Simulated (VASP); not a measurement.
# CuF: single point with PBEsol-based screened hybrid

Crystal: CuF.

```
CELL_PARAMETERS angstrom
2.71326 0.00000 0.00000
0.00000 2.71326 0.00000
0.00000 0.00000 2.71688
ATOMIC_POSITIONS crystal
Cu 0.00000 0.00000 0.00000
F 0.50000 0.50000 0.50000
```

| Item | Value |
| --- | --- |
| Program | VASP 6.6.1 |
| Task | single point |
| Functional | PBEsol-based screened hybrid |
| Potentials or basis | VASP PAW PBE potentials, release 64 (Cu, F) |
| Cutoff | 520 eV |
| k mesh | 6 × 6 × 4 |
| Occupations | fermi-dirac, width 0.05 eV |
| Spin | no spin polarisation |
| Dipole correction | no |
| Grid for exact exchange (PRECFOCK) | Normal |
| Share of exact exchange | 0.25 |
| Further INCAR settings | ALGO = Normal; EDIFF = 1e-06; NBANDS = 16 |
| Screening parameter | 0.207 1/Å |

| Quantity | Value |
| --- | --- |
| Pressure | 0.0 GPa |
| Band gap on the k mesh | zero (band 9 reaches 3.87 eV, above the bottom of band 10 at 3.75 eV) |

Stress tensor (GPa, compression positive):
```
-0.01  0.00  0.00
 0.00 -0.01  0.00
 0.00  0.00 -0.11
```

Levels at points of the mesh, in eV from the Fermi level:
| k point | band 6 | band 7 | band 8 | band 9 | band 10 | band 11 | band 12 | band 13 |
| --- | --- | --- | --- | --- | --- | --- | --- | --- |
| (0.00, 0.00, 0.00) | -2.37 | -0.79 | -0.79 | -0.78 | -0.23 | 17.46 | 17.49 | 19.83 |
| (0.50, 0.00, 0.00) | -0.73 | -0.63 | -0.50 | -0.49 | 6.03 | 7.18 | 19.13 | 19.20 |
| (0.50, 0.50, 0.00) | -1.75 | -1.24 | -1.24 | -0.16 | 7.15 | 10.87 | 10.87 | 17.13 |
| (0.00, 0.00, 0.50) | -0.73 | -0.64 | -0.49 | -0.49 | 6.03 | 7.16 | 19.14 | 19.24 |
| (0.50, 0.00, 0.50) | -1.75 | -1.24 | -1.24 | -0.16 | 7.14 | 10.86 | 10.88 | 17.14 |
| (0.50, 0.50, 0.50) | -0.32 | -0.32 | -0.12 | -0.11 | 8.80 | 8.80 | 8.80 | 14.60 |

It took 15 min on 1 thread of Intel(R) Xeon(R) Platinum 8375C CPU @ 2.90GHz (Ice Lake), on a shared host, peak memory 0.24 GiB.

Caveat: the k points lie up to 0.58 Å⁻¹ apart; the PAW data sets were made with another functional, which shifts forces and pressure a little; semilocal functionals often make such compounds metallic where correlation or magnetic order opens a gap, which also shifts bond lengths.
